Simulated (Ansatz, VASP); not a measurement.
**Al8H: VASP beside Ansatz**

File INCAR:

```
SYSTEM = Al8H
  PREC = Accurate
  ENCUT = 520
  EDIFF = 1E-6
  ISMEAR = 0
  SIGMA = 0.1
  LREAL = Auto
  LASPH = .True.
  NELM = 100
  ALGO = Normal
  ISIF = 2
  LWAVE = .False.
  LCHARG = .False.
  LDIPOL = .True.
  IDIPOL = 3
  DIPOL = 0.5 0.5 0.294
  GGA = PE
  NBANDS = 40
```

File KPOINTS:

```
Automatic mesh
0
Gamma
  5 4 1
  0 0 0
```

The input POSCAR:

```
Al8H
1.0
    5.7135165837      0.0000000000      0.0000000000
    0.0000000000      8.0801326415      0.0000000000
    0.0000000000      0.0000000000     22.2432786975
Al H
16 2
Direct
    0.2500000000      0.2500000000      0.1798296040
    0.2500000000      0.7500000000      0.1798296040
    0.7500000000      0.2500000000      0.1798296040
    0.7500000000      0.7500000000      0.1798296040
    0.0000000000      0.0000000000      0.2440458181
    0.0000000000      0.5000000000      0.2440458181
    0.5000000000      0.0000000000      0.2440458181
    0.5000000000      0.5000000000      0.2440458181
    0.2500000000      0.2500000000      0.3102598702
    0.2500000000      0.7500000000      0.3102598702
    0.7500000000      0.2500000000      0.3102598702
    0.7500000000      0.7500000000      0.3102598702
    0.0000000000      0.0000000000      0.3705963860
    0.0000000000      0.5000000000      0.3705963860
    0.5000000000      0.0000000000      0.3705963860
    0.5000000000      0.5000000000      0.3705963860
    0.2500000000      0.0860175434      0.4339863214
    0.2500000000      0.4139824566      0.4339863214
```

Input for Ansatz:

```yaml
crystal:
  lattice:
    - [5.7135165837, 0.0, 0.0]
    - [0.0, 8.0801326415, 0.0]
    - [0.0, 0.0, 22.2432786975]
  atoms:
    - { symbol: Al, position: [0.25, 0.25, 0.179829604] }
    - { symbol: Al, position: [0.25, 0.75, 0.179829604] }
    - { symbol: Al, position: [0.75, 0.25, 0.179829604] }
    - { symbol: Al, position: [0.75, 0.75, 0.179829604] }
    - { symbol: Al, position: [0.0, 0.0, 0.2440458181] }
    - { symbol: Al, position: [0.0, 0.5, 0.2440458181] }
    - { symbol: Al, position: [0.5, 0.0, 0.2440458181] }
    - { symbol: Al, position: [0.5, 0.5, 0.2440458181] }
    - { symbol: Al, position: [0.25, 0.25, 0.3102598702] }
    - { symbol: Al, position: [0.25, 0.75, 0.3102598702] }
    - { symbol: Al, position: [0.75, 0.25, 0.3102598702] }
    - { symbol: Al, position: [0.75, 0.75, 0.3102598702] }
    - { symbol: Al, position: [0.0, 0.0, 0.370596386] }
    - { symbol: Al, position: [0.0, 0.5, 0.370596386] }
    - { symbol: Al, position: [0.5, 0.0, 0.370596386] }
    - { symbol: Al, position: [0.5, 0.5, 0.370596386] }
    - { symbol: H, position: [0.25, 0.0860175434, 0.4339863214] }
    - { symbol: H, position: [0.25, 0.4139824566, 0.4339863214] }
basis:
  ecutwfc: 420
kpoints:
  mp_grid: { grid: [5, 4, 1] }
hamiltonian:
  xc: pbe
  pseudopotentials: { kind: paw, azcp: { folder: soft_1 } }
scf:
  occupations: { method: gaussian, width: 0.1 }
output:
  forces: true
  eigenvalues: true
efield:
  axis: 3
  dipole_correction: true
  ramp_width: 0.04
```

Alike in both runs: task single point; functional PBE; k mesh 5 × 4 × 1; occupations gaussian, width 0.1 eV; no spin polarisation.

```csv
,VASP,Ansatz
version,VASP 6.6.1,Ansatz 0.2.0
potentials or method,"VASP PAW PBE potentials, release 64 (Al, H), cutoff 520 eV","scalar-relativistic, plane waves, PAW"
valence electrons in the cell,50,50
```

|  | VASP | Ansatz | Ansatz less VASP |
| --- | --- | --- | --- |
| gap on the k mesh at the Fermi level (eV) | none | none | - |
| rms of the force components (eV/Å) | 0.342 | 0.342 | -0.0004 |

Atom by atom the forces differ by 0.001 eV/Å (rms over components). A gap of «none» marks a metal or a gap that the smearing closes. With one functional, cell and mesh, what is left measures potentials, basis and numerics.
